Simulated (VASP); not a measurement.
# BPt16 (a cell with a defect) in VASP: single point with PBE

Aim: the single point of BPt16 (a cell with a defect) with PBE.

Everything below comes from runs of VASP 6.6.1. Logs are shortened: lines on timing, memory, paths and dates and some standing lists are left out, and cuts for length are marked.

**1. The cell of the first run**

The cell holds a defect, 17 atoms: a = 7.055 Å, b = 7.055 Å, c = 7.055 Å, α = 109.47°, β = 109.47°, γ = 109.47°.

**2. Single point, PBE**

INCAR reads:

```
ALGO     = Normal         # electronic algorithm
EDIFF    = 1E-7           # SCF threshold, eV
ENCUT    = 520            # plane-wave cutoff, eV
GGA      = PE             # functional
ISIF     = 2              # what is computed and relaxed
ISMEAR   = -1             # smearing method
LASPH    = True           # aspherical terms in the spheres
LCHARG   = False          # write CHGCAR
LREAL    = Auto         
LWAVE    = False          # write WAVECAR
NBANDS   = 96             # bands
NELM     = 100            # most SCF steps
PREC     = Accurate       # precision mode
SIGMA    = 1.0            # smearing width, eV
```

KPOINTS reads:

```
k-points
0
Gamma
  3 3 3
```

POSCAR reads:

```
BPt16
1.0
   -4.0729267900      4.0729267900      4.0729267900
    4.0729267900     -4.0729267900      4.0729267900
    4.0729267900      4.0729267900     -4.0729267900
Pt B
16 1
Direct
   -0.0100010391      0.0037272951      0.0034845949
   -0.0025274208      0.2649934692      0.7572164095
    0.0446074799      0.5048773538      0.5046288838
   -0.0025657225      0.7574118463      0.2646696235
    0.2394466069     -0.0003864543      0.7485421804
    0.2539151950      0.2478490413      0.5057846866
    0.2539798905      0.5060466604      0.2476559369
    0.2394231594      0.7487834074     -0.0006444997
    0.4910116491      0.0085698815      0.5053476544
    0.4664608764      0.2264645420      0.2262320310
    0.4910482322      0.5056266921      0.0083519792
    0.5114146675      0.7631503487      0.7629064209
    0.7454467405      0.0119613002      0.2530454273
    0.7454601216      0.2533053141      0.0116924518
    0.7457202539      0.5059391210      0.7898290752
    0.7458002946      0.7902273146      0.5057603797
    0.7651426506      0.5115218386      0.5111847346
```

Potentials or basis: VASP PAW PBE potentials, release 64 (Pt, B).

Launch:

```console
> cat potpaw_PBE.64/Pt/POTCAR potpaw_PBE.64/B/POTCAR > POTCAR
> mpirun -np 1 vasp_std > vasp.out
```

OUTCAR:

```text
EDIFF = 1E-7
   ENCUT = 520
   GGA = PE
   ISIF = 2
   ISMEAR = -1
   LASPH = True
   LREAL = Auto
   NELM = 100
   PREC = Accurate

 ion  position               nearest neighbor table
   1  0.990  0.004  0.003-  10 2.75  12 2.76  13 2.85  14 2.85  16 2.88  15 2.88   6 2.90   7 2.90
                             8 2.91   5 2.91   4 2.92   2 2.92
   2  0.997  0.265  0.757-  16 2.74   8 2.79   7 2.83  11 2.84  15 2.85   3 2.86  13 2.90   9 2.92
                            14 2.92   5 2.92   1 2.92   6 2.93
   3  0.045  0.505  0.505-  17 2.00   6 2.69   7 2.69  12 2.70   2 2.86   4 2.86  13 2.86  14 2.86
                             8 2.87   5 2.87  10 3.33  15 3.36  16 3.37
   4  0.997  0.757  0.265-  15 2.74   5 2.79   6 2.83   9 2.84  16 2.85   3 2.86  14 2.90  11 2.92
                            13 2.92   8 2.92   1 2.92   7 2.93
   5  0.239  1.000  0.749-  10 2.75   4 2.79   6 2.83   9 2.85  16 2.85   3 2.87   8 2.89   1 2.91
                            11 2.92  14 2.92   2 2.92  12 2.93
   6  0.254  0.248  0.506-   3 2.69   9 2.74   4 2.83   5 2.83  10 2.84  15 2.84   1 2.90  11 2.90
                             2 2.93  13 2.93  12 2.97   7 2.97
   7  0.254  0.506  0.248-   3 2.69  11 2.74   2 2.83   8 2.83  10 2.84  16 2.84   1 2.90   9 2.90
                             4 2.93  14 2.93  12 2.97   6 2.97
   8  0.239  0.749  0.999-  10 2.75   2 2.79   7 2.83  11 2.85  15 2.86   3 2.87   5 2.89   1 2.91
                             9 2.91  13 2.92   4 2.92  12 2.93
   9  0.491  0.009  0.505-  16 2.73   6 2.74   4 2.84   5 2.85  10 2.87  15 2.88   7 2.90  12 2.90
                             8 2.91  14 2.92   2 2.92  13 2.92
  10  0.466  0.226  0.226-  17 2.04   1 2.75   8 2.75   5 2.75   7 2.84   6 2.84  13 2.85  14 2.85
                             9 2.87  11 2.87  15 3.25  16 3.25   3 3.33
  11  0.491  0.506  0.008-  15 2.73   7 2.74   2 2.84   8 2.85  10 2.87  16 2.88   6 2.90  12 2.90
                             5 2.92   4 2.92  13 2.92  14 2.92
  12  0.511  0.763  0.763-   3 2.70   1 2.76  13 2.82  14 2.82  15 2.84  16 2.84  11 2.90   9 2.90
                             5 2.93   8 2.93   7 2.97   6 2.97
  13  0.745  0.012  0.253-  16 2.74  14 2.78  12 2.82   1 2.85  10 2.85   3 2.86   2 2.90   8 2.92
                            11 2.92   9 2.92   4 2.92   6 2.93
  14  0.745  0.253  0.012-  15 2.74  13 2.78  12 2.82   1 2.85  10 2.85   3 2.86   4 2.90   5 2.92
                             9 2.92   2 2.92  11 2.92   7 2.93
  15  0.746  0.506  0.790-  17 2.03  11 2.73  14 2.74   4 2.74  12 2.84   6 2.84   2 2.85   8 2.86
                             9 2.88   1 2.88  10 3.25  16 3.27   3 3.36
  16  0.746  0.790  0.506-  17 2.03   9 2.73  13 2.74   2 2.74  12 2.84   7 2.84   4 2.85   5 2.85
                            11 2.88   1 2.88  10 3.25  15 3.27   3 3.37
  17  0.765  0.512  0.511-   3 2.00  16 2.03  15 2.03  10 2.04

  LATTYP: Found a body centered cubic cell.
 ALAT       =     8.1458535800

  Lattice vectors:

 A1 = (  -4.0729267900,   4.0729267900,   4.0729267900)
 A2 = (   4.0729267900,  -4.0729267900,   4.0729267900)
 A3 = (   4.0729267900,   4.0729267900,  -4.0729267900)

Analysis of symmetry for initial positions (statically):
=====================================================================
 Subroutine PRICEL returns:
 Original cell was already a primitive cell.

 Routine SETGRP: Setting up the symmetry group for a
 body centered cubic supercell.

 Subroutine GETGRP returns: Found  1 space group operations
 (whereof  1 operations were pure point group operations)
 out of a pool of 48 trial point group operations.

The static configuration has the point symmetry C_1 .

Analysis of symmetry for dynamics (positions and initial velocities):
=====================================================================
 Subroutine PRICEL returns:
 Original cell was already a primitive cell.

 Routine SETGRP: Setting up the symmetry group for a
 body centered cubic supercell.

 Subroutine GETGRP returns: Found  1 space group operations
 (whereof  1 operations were pure point group operations)
 out of a pool of 48 trial point group operations.

The dynamic configuration has the point symmetry C_1 .

 Subroutine INISYM returns: Found  1 space group operations
 (whereof  1 operations are pure point group operations),
 and found     1 'primitive' translations

----------------------------------------------------------------------------------------

                                     Primitive cell

  volume of cell :     270.2588

  direct lattice vectors                    reciprocal lattice vectors
    -4.072926790  4.072926790  4.072926790     0.000000000  0.122761843  0.122761843
     4.072926790 -4.072926790  4.072926790     0.122761843  0.000000000  0.122761843
     4.072926790  4.072926790 -4.072926790     0.122761843  0.122761843  0.000000000

  length of vectors
     7.054516136  7.054516136  7.054516136     0.173611464  0.173611464  0.173611464

  position of ions in fractional coordinates (direct lattice)
     0.989998961  0.003727295  0.003484595
     0.997472579  0.264993469  0.757216410
     0.044607480  0.504877354  0.504628884
     0.997434277  0.757411846  0.264669623
     0.239446607  0.999613546  0.748542180
     0.253915195  0.247849041  0.505784687
[... 9 lines left out ...]
     0.745800295  0.790227315  0.505760380
     0.765142651  0.511521839  0.511184735

  ion indices of the primitive-cell ions
   primitive index   ion index
                 1           1
                 2           2
                 3           3
                 4           4
                 5           5
                 6           6
[... 9 lines left out ...]
                16          16
                17          17

----------------------------------------------------------------------------------------

 KPOINTS: k-points

Automatic generation of k-mesh.
 Grid dimensions read from file:
 generate k-points for:    3    3    3

 Generating k-lattice:

  Cartesian coordinates                     Fractional coordinates (reciprocal lattice)
     0.000000000  0.040920614  0.040920614     0.333333333  0.000000000  0.000000000
     0.040920614  0.000000000  0.040920614     0.000000000  0.333333333  0.000000000
     0.040920614  0.040920614  0.000000000     0.000000000  0.000000000  0.333333333

  Length of vectors
     0.057870488  0.057870488  0.057870488

  Shift w.r.t. Gamma in fractional coordinates (k-lattice)
     0.000000000  0.000000000  0.000000000

 Subroutine IBZKPT returns following result:
 ===========================================

 Found     14 irreducible k-points:

 Following reciprocal coordinates:
            Coordinates               Weight
  0.000000  0.000000  0.000000      1.000000
  0.333333  0.000000  0.000000      2.000000
  0.000000  0.333333  0.000000      2.000000
  0.000000  0.000000  0.333333      2.000000
  0.333333  0.000000 -0.333333      2.000000
  0.333333 -0.333333  0.000000      2.000000
  0.000000  0.333333 -0.333333      2.000000
  0.333333  0.333333  0.000000      2.000000
  0.000000  0.333333  0.333333      2.000000
  0.333333  0.000000  0.333333      2.000000
 -0.333333 -0.333333 -0.333333      2.000000
 -0.333333  0.333333  0.333333      2.000000
  0.333333 -0.333333  0.333333      2.000000
  0.333333  0.333333 -0.333333      2.000000
   k-points           NKPTS =     14   k-points in BZ     NKDIM =     14   number of bands    NBANDS=     96
   number of dos      NEDOS =    301   number of ions     NIONS =     17
   total plane-waves  NPLWV = 157464
   dimension x,y,z NGX =    54 NGY =   54 NGZ =   54
   dimension x,y,z NGXF=   108 NGYF=  108 NGZF=  108
   ions per type =              16   1
   NGX,Y,Z   is equivalent  to a cutoff of  12.73, 12.73, 12.73 a.u.
   NGXF,Y,Z  is equivalent  to a cutoff of  25.45, 25.45, 25.45 a.u.
 SYSTEM =  unknown system
   PREC   = accura    normal or accurate (medium, high low for compatibility)
   ISTART =      0    job   : 0-new  1-cont  2-samecut
   ICHARG =      2    charge: 1-file 2-atom 10-const
   ISPIN  =      1    spin polarized calculation?
   LNONCOLLINEAR =      F non collinear calculations
   LSORBIT =      F    spin-orbit coupling
   LASPH  =      T    aspherical Exc in radial PAW
   ENCUT  =  520.0 eV  38.22 Ry    6.18 a.u.  13.12 13.12 13.12*2*pi/ulx,y,z
   NELM   =    100;   NELMIN=  2; NELMDL= -5     # of ELM steps
   EDIFF  = 0.1E-06   stopping-criterion for ELM
   LREAL  =      T    real-space projection
   EDIFFG = 0.1E-05   stopping-criterion for IOM
   NSW    =      0    number of steps for IOM
   IBRION =     -1    ionic relax: 0-MD 1-quasi-New 2-CG
   NFREE  =      0    steps in history (QN), initial steepest desc. (CG)
   ISIF   =      2    stress and relaxation
   ISYM   =      2    0-nonsym 1-usesym 2-fastsym
   POTIM  = 0.5000    time-step for ionic-motion
   TEBEG  =    0.0;   TEEND  =   0.0 temperature during run
   PSTRESS=    0.0 pullay stress
   NELECT =     163.0000    total number of electrons
   NUPDOWN=      -1.0000    fix difference up-down
   EMIN   =  10.00;   EMAX   =-10.00  energy-range for DOS
   EFERMI =   0.00;   METHOD = LEGACY
   ISMEAR =    -1;   SIGMA  =   1.00  broadening in eV -4-tet -1-fermi 0-gaus
   EFERMI_NEDOS =   21; number of points for ismear=-14 and -15
   IALGO  =     38    algorithm
   IMIX   =      4    mixing-type and parameters
     AMIX     =   0.40;   BMIX     =  1.00
     AMIX_MAG =   1.60;   BMIX_MAG =  1.00
  volume/ion in A,a.u.               =      15.90       107.28
  Fermi-wavevector in a.u.,A,eV,Ry     =   1.383176  2.613824 26.030336  1.913176
  Thomas-Fermi vector in A             =   2.507798
   LORBIT       =      0    0 simple, 1 ext, 2 COOP (PROOUT), +10 PAW based schemes
   GGA     = PE    functional components
   LHFCALC =     F    Hartree Fock is set to
   AEXX    =    0.0000 exact exchange contribution
   IVDW    =     0    specifies the selected vdW correction
   LEPSILON=     F    determine dielectric tensor
   LRPA    =     F    only Hartree local field effects (RPA)
 non-spin polarized calculation
  energy-cutoff  :      520.00
  volume of cell :      270.26
 maximum number of plane-waves:      7296
 NGX is ok and might be reduce to    54
   NGX = 27   NGY = 27   NGZ = 27

 number of electron     163.0000001 magnetization

 Free energy of the ion-electron system (eV)
  ---------------------------------------------------
  ext. energy  EPLUGINS =         0.00000000
  ---------------------------------------------------
  free energy    TOTEN  =      -128.28122239 eV

  energy without entropy =      -85.27490813  energy(sigma->0) =     -106.77806526

 E-fermi :  10.3336     XC(G=0): -12.9382

 val. band max:       10.2910843955   @ k =   0.3333  -0.3333   0.3333
 cond. band min:      10.4481633145   @ k =   0.3333  -0.3333   0.3333
 fundamental gap:      0.1570789190
 Fermi energy:        10.3336185902

 k-point     1 :       0.0000    0.0000    0.0000
  band No.  band energies     occupation
      1      -0.2072      1.99995
      2       2.0027      1.99952
      3       3.2233      1.99837
      4       3.2324      1.99835
      5       3.2480      1.99833
      6       3.8239      1.99703
[... 85 lines left out ...]
     92      11.0553      0.65404
     93      11.0556      0.65390

 k-point     2 :       0.3333    0.0000    0.0000
  band No.  band energies     occupation
      1       0.2600      1.99992
      2       1.7493      1.99963
      3       2.7665      1.99897
      4       3.2765      1.99828
      5       3.3219      1.99820
      6       3.4385      1.99798
[... 1237 lines left out ...]
     92      12.8394      0.15091
     93      12.8631      0.14764
 [bands above 93 left out]

------------------------ aborting loop because EDIFF is reached ----------------------------------------

  FORCE on cell =-STRESS in cart. coord.  units (eV):
  Direction    XX          YY          ZZ          XY          YZ          ZX
  --------------------------------------------------------------------------------------
  -------------------------------------------------------------------------------------
  Total       13.2762913     13.1875213     13.1921537     -1.0046525      0.3612299     -0.9963731
  in kB       78.7059478     78.1796920     78.2071538     -5.9558895      2.1414821     -5.9068067
  external PRESSURE =      78.3642645 kB  Pullay stress =       0.0000000 kB

 VOLUME and BASIS-vectors are now :
 -----------------------------------------------------------------------------
  energy-cutoff  :      520.00
  volume of cell :      270.26
      direct lattice vectors                 reciprocal lattice vectors
    -4.072926790  4.072926790  4.072926790     0.000000000  0.122761843  0.122761843
     4.072926790 -4.072926790  4.072926790     0.122761843  0.000000000  0.122761843
     4.072926790  4.072926790 -4.072926790     0.122761843  0.122761843  0.000000000

 POSITION                                       TOTAL-FORCE (eV/Angst)
 -----------------------------------------------------------------------------------
     -4.00282      4.03120      4.03318        -0.019062      0.008763      0.009019
      0.10075      6.06742      2.05784        -0.000187      0.024753      0.020936
      3.92996      0.18067      0.18270         0.036960     -0.014942     -0.012442
      0.10039      2.05557      6.06938         0.000459      0.021778      0.023860
      6.14486     -0.04735      1.99784        -0.016108      0.012810      0.026855
      2.03532      2.08473     -0.01637         0.005421     -0.008673      0.002333
[... 9 lines left out ...]
      2.24087      1.87898      4.19620         0.025349     -0.025363      0.058517
      1.04904      3.11500      3.11774         0.025994     -0.140826     -0.141199
 -----------------------------------------------------------------------------------
    total drift:                                0.002997      0.014229      0.010727

  FREE ENERGIE OF THE ION-ELECTRON SYSTEM (eV)
  ---------------------------------------------------
  free  energy   TOTEN  =      -128.2812223878 eV

  energy  without entropy=      -85.2749081348  energy(sigma->0) =     -106.77806526
```

It took 23 min on 1 thread of Intel Xeon Platinum 8375C at 2.90GHz (Ice Lake), shared host; peak memory 0.53 GiB.

Results:

```
Free energy   : -128.2812 eV
Pressure      : 7.8 GPa
Largest force : 0.201 eV/Å
```

Forces on the atoms (eV/Å):
```
Pt  -0.019  0.009  0.009
Pt   0.000  0.025  0.021
Pt   0.037 -0.015 -0.012
Pt   0.000  0.022  0.024
Pt  -0.016  0.013  0.027
Pt   0.005 -0.009  0.002
Pt   0.005  0.002 -0.009
Pt  -0.016  0.028  0.012
Pt   0.005  0.003  0.018
Pt  -0.048 -0.018 -0.017
Pt   0.004  0.019  0.004
Pt  -0.002  0.003  0.003
Pt  -0.018  0.003  0.024
Pt  -0.018  0.023  0.002
Pt   0.029  0.060 -0.025
Pt   0.025 -0.025  0.059
B    0.026 -0.141 -0.141
```

Stress tensor (GPa, compression positive):
```
 7.87 -0.60 -0.59
-0.60  7.82  0.21
-0.59  0.21  7.82
```

Levels at points of the mesh, in eV from the Fermi level:
```
           k point  band 84  band 85  band 86  band 87  band 88  band 89
(0.00, 0.00, 0.00)     0.25     0.26     0.49     0.50     0.64     0.64
```

Caveat: the k points lie up to 0.36 Å⁻¹ apart; spin-orbit coupling is left out, which moves the levels of the heavy elements.
